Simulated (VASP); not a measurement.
The system is Be.

```
CELL_PARAMETERS angstrom
2.31537 0.00000 0.00000
-1.15769 2.00517 0.00000
0.00000 0.00000 3.63137
ATOMIC_POSITIONS crystal
Be 0.66667 0.33333 0.75000
Be 0.33333 0.66667 0.25000
```

Base run:

| Quantity | Value |
| --- | --- |
| Program | VASP 6.6.1 |
| Functional | PBE |
| Potentials or basis | VASP PAW PBE potentials, release 64 (Be) |
| Cutoff | 520 eV |
| k mesh | 13 × 13 × 8 |
| Occupations | fermi-dirac, width 0.05 eV |
| Spin | no spin polarisation |

Its results: band gap on the k mesh zero (band 2 reaches 7.58 eV, above the bottom of band 3 at 5.99 eV); pressure -6.9 GPa.

Task: The run is repeated on the same cell with these changes: functional from PBE to PBEsol; further incar settings from ALGO = Normal; EDIFF = 1e-07; NBANDS = 9 to ALGO = Normal; EDIFF = 1e-06; NBANDS = 9. What comes out?

Result: Band gap on the k mesh zero (band 2 reaches 7.57 eV, above the bottom of band 3 at 5.98 eV); pressure -7.6 GPa.

Caveats: the PAW data sets were made with another functional, which shifts forces and pressure a little (some runs).
